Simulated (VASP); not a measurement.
# Ta: single point with PBEsol

Ta:

```xyz
1
Lattice="-1.6402 1.6402 1.6402 1.6402 -1.6402 1.6402 1.6402 1.6402 -1.6402" Properties=species:S:1:pos:R:3 pbc="T T T"
Ta    0.0000    0.0000    0.0000
```

```
Program                : VASP 6.6.1
Task                   : single point
Functional             : PBEsol
Potentials or basis    : VASP PAW PBE potentials, release 64 (Ta_pv)
Cutoff                 : 520 eV
k mesh                 : 18 × 18 × 18
Occupations            : gaussian, width 0.1 eV
Spin                   : no spin polarisation
Dipole correction      : no
Further INCAR settings : ALGO = Normal; EDIFF = 1e-07; NBANDS = 12
```

```yaml
Pressure: 0.2 GPa
```

Levels at points of the mesh, in eV from the Fermi level:
| k point | band 2 | band 3 | band 4 | band 5 | band 6 | band 7 | band 8 | band 9 |
| --- | --- | --- | --- | --- | --- | --- | --- | --- |
| (0.00, 0.00, 0.00) | -32.95 | -32.95 | -8.02 | 0.71 | 0.71 | 0.71 | 4.05 | 4.05 |
| (0.50, 0.00, 0.00) | -33.36 | -32.96 | -4.49 | -1.62 | 1.70 | 3.95 | 5.00 | 8.00 |
| (0.50, 0.50, 0.50) | -33.83 | -33.83 | -3.94 | -3.94 | 7.00 | 7.00 | 7.00 | 8.84 |

Run time: 16 s on 1 thread of Intel(R) Xeon(R) Platinum 8488C (Sapphire Rapids), with other jobs on the host, peak memory 0.16 GiB.

Caveat: the PAW data sets were made with another functional, which shifts forces and pressure a little; spin-orbit coupling is left out, which moves the levels of the heavy elements.
